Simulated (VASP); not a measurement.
Here is a VASP 6.6.1 calculation.

The input INCAR:

```
PREC = Accurate
ENCUT = 520
EDIFF = 1E-7
ISMEAR = 1
SIGMA = 0.1
LREAL = F
LASPH = T
NELM = 60
ALGO = Normal
ISIF = 2
LWAVE = F
LCHARG = T
GGA = PE
LELF = T
LVHAR = T
NBANDS = 14
```

KPOINTS

```
regular mesh
0
Gamma
  13 13 13
```

Contents of POSCAR:

```
HfN
1.0
    0.0000000000      2.3146234414      2.3146234414
    2.3146234414      0.0000000000      2.3146234414
    2.3146234414      2.3146234414      0.0000000000
Hf N
1 1
Direct
    0.0000000000      0.0000000000      0.0000000000
    0.5000000000      0.5000000000      0.5000000000
```

Potentials or basis: VASP PAW PBE potentials, release 64 (Hf_pv, N).

The run is started by

```console
$ cat potpaw_PBE.64/Hf_pv/POTCAR potpaw_PBE.64/N/POTCAR > POTCAR
$ mpirun -np 1 vasp_std > vasp.out
```

What does it give for the pressure?

-14.7 GPa.
